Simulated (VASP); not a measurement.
# W2Br3 (P4mm) in VASP: single point with PBE

Aim: the single point of W2Br3 with PBE.

Program: VASP 6.6.1. These are calculated values, not measurements. Logs are shortened: lines on timing, memory, paths and dates and some standing lists are left out, and cuts for length are marked.

**1. The cell of the first run**

The structure is tetragonal, space group P4mm (No. 99). Conventional cell: a = 3.994 Å, b = 3.994 Å, c = 8.467 Å, α = 90.00°, β = 90.00°, γ = 90.00°. W (site symmetry 4mm) has 5 Br at 2.56 to 2.66 Å and 4 W at 2.99 Å within 3.4 Å. Within 4.0 Å of W (site symmetry 4mm) lie 8 W at 2.99 to 3.99 Å and 8 Br at 3.23 to 3.40 Å. Within 3.5 Å of Br (site symmetry 2mm) lie 4 W at 2.66 to 3.40 Å and 4 Br at 2.82 Å. Within 3.4 Å of Br (site symmetry 4mm) lie 5 W at 2.56 to 3.23 Å.

The cell was generated, and may not be a known phase.

**2. Single point, PBE, collinear spin**

Input file INCAR:

```
  ALGO = Normal
  EDIFF = 1E-6
  ENCUT = 520
  GGA = PE
  ISIF = 2
  ISMEAR = 0
  ISPIN = 2
  KPAR = 4
  LASPH = True
  LCHARG = False
  LMAXMIX = 4
  LORBIT = 11
  LREAL = False
  LWAVE = False
  MAGMOM = -0.28 1.74 0 0 0
  NBANDS = 36
  NELM = 150
  PREC = Accurate
  SIGMA = 0.1
```

Input file KPOINTS:

```
k-points
0
Gamma
  10 10 6
```

Input file POSCAR:

```
W2Br3
1.0
    3.9940336926      0.0000000000      0.0000000000
    0.0000000000      3.9940336926      0.0000000000
    0.0000000000      0.0000000000      8.4671559288
W Br
2 3
Direct
    0.0000000000      0.0000000000      0.6546414565
    0.5000000000      0.5000000000      0.5372609093
    0.5000000000      0.0000000000      0.8628818289
    0.0000000000      0.5000000000      0.8628818289
    0.0000000000      0.0000000000      0.3523338963
```

Potentials or basis: VASP PAW PBE potentials, release 64 (W_sv, Br).

Launch:

```
$ cat potpaw_PBE.64/W_sv/POTCAR potpaw_PBE.64/Br/POTCAR > POTCAR
$ mpirun -np 4 vasp_std > vasp.out
```

OUTCAR:

```text
EDIFF = 1E-6
   ENCUT = 520
   GGA = PE
   ISIF = 2
   ISMEAR = 0
   ISPIN = 2
   LASPH = True
   LORBIT = 11
   LREAL = False
   NELM = 150
   PREC = Accurate

 ion  position               nearest neighbor table
   1  0.000  0.000  0.655-   5 2.56   4 2.66   3 2.66   4 2.66   3 2.66   2 2.99   2 2.99   2 2.99
                             2 2.99
   2  0.500  0.500  0.537-   1 2.99   1 2.99   1 2.99   1 2.99
   3  0.500  0.000  0.863-   1 2.66   1 2.66
   4  0.000  0.500  0.863-   1 2.66   1 2.66
   5  0.000  0.000  0.352-   1 2.56

  LATTYP: Found a simple tetragonal cell.
 ALAT       =     3.9940336926
 C/A-ratio  =     2.1199510521

  Lattice vectors:

 A1 = (   3.9940336926,   0.0000000000,   0.0000000000)
 A2 = (   0.0000000000,   3.9940336926,   0.0000000000)
 A3 = (   0.0000000000,   0.0000000000,   8.4671559288)

Analysis of symmetry for initial positions (statically):
=====================================================================
 Subroutine PRICEL returns:
 Original cell was already a primitive cell.

 Routine SETGRP: Setting up the symmetry group for a
 simple tetragonal supercell.

 Subroutine GETGRP returns: Found  8 space group operations
 (whereof  8 operations were pure point group operations)
 out of a pool of 16 trial point group operations.

The static configuration has the point symmetry C_4v.

Analysis of symmetry for dynamics (positions and initial velocities):
=====================================================================
 Subroutine PRICEL returns:
 Original cell was already a primitive cell.

 Routine SETGRP: Setting up the symmetry group for a
 simple tetragonal supercell.

 Subroutine GETGRP returns: Found  8 space group operations
 (whereof  8 operations were pure point group operations)
 out of a pool of 16 trial point group operations.

The dynamic configuration has the point symmetry C_4v.

Analysis of structural, dynamic, and magnetic symmetry:
=====================================================================
 Subroutine PRICEL returns:
 Original cell was already a primitive cell.

 Routine SETGRP: Setting up the symmetry group for a
 simple tetragonal supercell.

 Subroutine GETGRP returns: Found  8 space group operations
 (whereof  8 operations were pure point group operations)
 out of a pool of 16 trial point group operations.

The overall configuration has the point symmetry C_4v.

 Subroutine INISYM returns: Found  8 space group operations
 (whereof  8 operations are pure point group operations),
 and found     1 'primitive' translations

----------------------------------------------------------------------------------------

                                     Primitive cell

  volume of cell :     135.0707

  direct lattice vectors                    reciprocal lattice vectors
     3.994033693  0.000000000  0.000000000     0.250373451  0.000000000  0.000000000
     0.000000000  3.994033693  0.000000000     0.000000000  0.250373451  0.000000000
     0.000000000  0.000000000  8.467155929     0.000000000  0.000000000  0.118103411

  length of vectors
     3.994033693  3.994033693  8.467155929     0.250373451  0.250373451  0.118103411

  position of ions in fractional coordinates (direct lattice)
     0.000000000  0.000000000  0.654641457
     0.500000000  0.500000000  0.537260909
     0.500000000  0.000000000  0.862881829
     0.000000000  0.500000000  0.862881829
     0.000000000  0.000000000  0.352333896

  ion indices of the primitive-cell ions
   primitive index   ion index
                 1           1
                 2           2
                 3           3
                 4           4
                 5           5

----------------------------------------------------------------------------------------

 KPOINTS: k-points

Automatic generation of k-mesh.
 Grid dimensions read from file:
 generate k-points for:   10   10    6

 Generating k-lattice:

  Cartesian coordinates                     Fractional coordinates (reciprocal lattice)
     0.025037345  0.000000000  0.000000000     0.100000000  0.000000000  0.000000000
     0.000000000  0.025037345  0.000000000     0.000000000  0.100000000  0.000000000
     0.000000000  0.000000000  0.019683902     0.000000000  0.000000000  0.166666667

  Length of vectors
     0.025037345  0.025037345  0.019683902

  Shift w.r.t. Gamma in fractional coordinates (k-lattice)
     0.000000000  0.000000000  0.000000000

 Subroutine IBZKPT returns following result:
 ===========================================

 Found     84 irreducible k-points:

 Following reciprocal coordinates:
            Coordinates               Weight
  0.000000  0.000000  0.000000      1.000000
  0.100000  0.000000  0.000000      4.000000
  0.200000  0.000000  0.000000      4.000000
  0.300000  0.000000  0.000000      4.000000
  0.400000  0.000000  0.000000      4.000000
  0.500000  0.000000  0.000000      2.000000
[... 16 lines left out ...]
  0.100000  0.000000  0.166667      8.000000
  0.200000  0.000000  0.166667      8.000000
 [... further k-points ...]
   k-points           NKPTS =     84   k-points in BZ     NKDIM =     84   number of bands    NBANDS=     36
   number of dos      NEDOS =    301   number of ions     NIONS =      5
   total plane-waves  NPLWV =  57600
   dimension x,y,z NGX =    30 NGY =   30 NGZ =   64
   dimension x,y,z NGXF=    60 NGYF=   60 NGZF=  128
   ions per type =               2   3
   NGX,Y,Z   is equivalent  to a cutoff of  12.49, 12.49, 12.57 a.u.
   NGXF,Y,Z  is equivalent  to a cutoff of  24.97, 24.97, 25.13 a.u.
 SYSTEM =  unknown system
   PREC   = accura    normal or accurate (medium, high low for compatibility)
   ISTART =      0    job   : 0-new  1-cont  2-samecut
   ICHARG =      2    charge: 1-file 2-atom 10-const
   ISPIN  =      2    spin polarized calculation?
   LNONCOLLINEAR =      F non collinear calculations
   LSORBIT =      F    spin-orbit coupling
   LASPH  =      T    aspherical Exc in radial PAW
   ENCUT  =  520.0 eV  38.22 Ry    6.18 a.u.   7.43  7.43 15.74*2*pi/ulx,y,z
   NELM   =    150;   NELMIN=  2; NELMDL= -5     # of ELM steps
   EDIFF  = 0.1E-05   stopping-criterion for ELM
   LREAL  =      F    real-space projection
   EDIFFG = 0.1E-04   stopping-criterion for IOM
   NSW    =      0    number of steps for IOM
   IBRION =     -1    ionic relax: 0-MD 1-quasi-New 2-CG
   NFREE  =      0    steps in history (QN), initial steepest desc. (CG)
   ISIF   =      2    stress and relaxation
   ISYM   =      2    0-nonsym 1-usesym 2-fastsym
   POTIM  = 0.5000    time-step for ionic-motion
   TEBEG  =    0.0;   TEEND  =   0.0 temperature during run
   PSTRESS=    0.0 pullay stress
   NELECT =      49.0000    total number of electrons
   NUPDOWN=      -1.0000    fix difference up-down
   EMIN   =  10.00;   EMAX   =-10.00  energy-range for DOS
   EFERMI =   0.00;   METHOD = LEGACY
   ISMEAR =     0;   SIGMA  =   0.10  broadening in eV -4-tet -1-fermi 0-gaus
   EFERMI_NEDOS =   21; number of points for ismear=-14 and -15
   IALGO  =     38    algorithm
   IMIX   =      4    mixing-type and parameters
     AMIX     =   0.40;   BMIX     =  1.00
     AMIX_MAG =   1.60;   BMIX_MAG =  1.00
  volume/ion in A,a.u.               =      27.01       182.30
  Fermi-wavevector in a.u.,A,eV,Ry     =   1.167580  2.206406 18.548037  1.363242
  Thomas-Fermi vector in A             =   2.304078
   LORBIT       =     11    0 simple, 1 ext, 2 COOP (PROOUT), +10 PAW based schemes
   GGA     = PE    functional components
   LHFCALC =     F    Hartree Fock is set to
   AEXX    =    0.0000 exact exchange contribution
   IVDW    =     0    specifies the selected vdW correction
   LEPSILON=     F    determine dielectric tensor
   LRPA    =     F    only Hartree local field effects (RPA)
 spin polarized calculation
 Gauss-broadening in eV      SIGMA  =   0.10
  energy-cutoff  :      520.00
  volume of cell :      135.07
 maximum number of plane-waves:      3680
 NGX is ok and might be reduce to    30
   NGX = 15   NGY = 15   NGZ = 31

 number of electron      48.9999987 magnetization       1.7314313

 Free energy of the ion-electron system (eV)
  ---------------------------------------------------
  ext. energy  EPLUGINS =         0.00000000
  ---------------------------------------------------
  free energy    TOTEN  =       -25.48374405 eV

  energy without entropy =      -25.46985159  energy(sigma->0) =      -25.47679782

 E-fermi :   4.2896     XC(G=0):  -9.2066

 val. band max:        4.2854141752   @ k =   0.0000   0.0000   0.0000
 cond. band min:       4.2902903341   @ k =   0.3000   0.2000   0.5000
 fundamental gap:      0.0048761590
 Fermi energy:         4.2896084695

 spin component 1

 k-point     1 :       0.0000    0.0000    0.0000
  band No.  band energies     occupation
      1     -70.4001      1.00000
      2     -70.2704      1.00000
      3     -34.7604      1.00000
      4     -34.6919      1.00000
      5     -34.5770      1.00000
      6     -34.5770      1.00000
[... 925 lines left out ...]
     35      10.3625      0.00000
     36      10.6926      0.00000

 [... further k-points ...]

 spin component 2

 k-point     1 :       0.0000    0.0000    0.0000
  band No.  band energies     occupation
      1     -70.5450      1.00000
      2     -69.5633      1.00000
      3     -34.8881      1.00000
      4     -34.6664      1.00000
      5     -34.6664      1.00000
      6     -33.6124      1.00000
[... 925 lines left out ...]
     35      10.5023      0.00000
     36      10.8918      0.00000

 [... further k-points ...]

------------------------ aborting loop because EDIFF is reached ----------------------------------------

  FORCE on cell =-STRESS in cart. coord.  units (eV):
  Direction    XX          YY          ZZ          XY          YZ          ZX
  --------------------------------------------------------------------------------------
  -------------------------------------------------------------------------------------
  Total        0.0639673      0.0639673      0.0742205      0.0000000      0.0000000      0.0000000
  in kB        0.7587652      0.7587652      0.8803869      0.0000000      0.0000000      0.0000000
  external PRESSURE =       0.7993058 kB  Pullay stress =       0.0000000 kB

 VOLUME and BASIS-vectors are now :
 -----------------------------------------------------------------------------
  energy-cutoff  :      520.00
  volume of cell :      135.07
      direct lattice vectors                 reciprocal lattice vectors
     3.994033693  0.000000000  0.000000000     0.250373451  0.000000000  0.000000000
     0.000000000  3.994033693  0.000000000     0.000000000  0.250373451  0.000000000
     0.000000000  0.000000000  8.467155929     0.000000000  0.000000000  0.118103411

 POSITION                                       TOTAL-FORCE (eV/Angst)
 -----------------------------------------------------------------------------------
      0.00000      0.00000      5.54295        -0.000000      0.000000     -0.021658
      1.99702      1.99702      4.54907        -0.000000     -0.000000     -0.007539
      1.99702      0.00000      7.30615        -0.000000      0.000000      0.018618
      0.00000      1.99702      7.30615        -0.000000      0.000000      0.018618
      0.00000      0.00000      2.98327         0.000000      0.000000     -0.008039
 -----------------------------------------------------------------------------------
    total drift:                                0.000000      0.000000     -0.000372

  FREE ENERGIE OF THE ION-ELECTRON SYSTEM (eV)
  ---------------------------------------------------
  free  energy   TOTEN  =       -25.4837440485 eV

  energy  without entropy=      -25.4698515890  energy(sigma->0) =      -25.47679782

 total charge

# of ion       s       p       d       tot
------------------------------------------
    1        2.314   6.197   3.265  11.776
    2        2.359   6.063   3.245  11.668
    3        1.645   3.189   0.068   4.902
    4        1.645   3.189   0.068   4.902
    5        1.619   3.158   0.039   4.815
--------------------------------------------------
tot          9.583  21.796   6.684  38.063

 magnetization (x)

# of ion       s       p       d       tot
------------------------------------------
    1       -0.011   0.002  -0.307  -0.316
    2        0.088   0.002   1.459   1.549
    3        0.001   0.025   0.001   0.027
    4        0.001   0.025   0.001   0.027
    5        0.005   0.001   0.002   0.008
--------------------------------------------------
tot          0.084   0.054   1.157   1.295
```

It took 2 min on 4 MPI ranks of Intel Xeon 6975P-C (Granite Rapids), shared host; peak memory 0.66 GiB.

What came out:

* Free energy: -25.4837 eV
* Pressure: 0.1 GPa
* Largest force: 0.022 eV/Å
* Net moment: 1.73 μB per cell
* Site moments: W -0.32, +1.55; Br +0.03, +0.01 (each value once) μB
* Valence electrons inside the program's atomic spheres: W 11.78, 11.67; Br 4.90, 4.82 (each value once)

Forces on the atoms (eV/Å):
```
W    0.000  0.000 -0.022
W    0.000  0.000 -0.008
Br   0.000  0.000  0.019
Br   0.000  0.000  0.019
Br   0.000  0.000 -0.008
```

Caveat: spin-orbit coupling is left out, which moves the levels of the heavy elements; this functional lacks dispersion, which binds layers or chains, so the pressure and a relaxed spacing across them are unreliable.
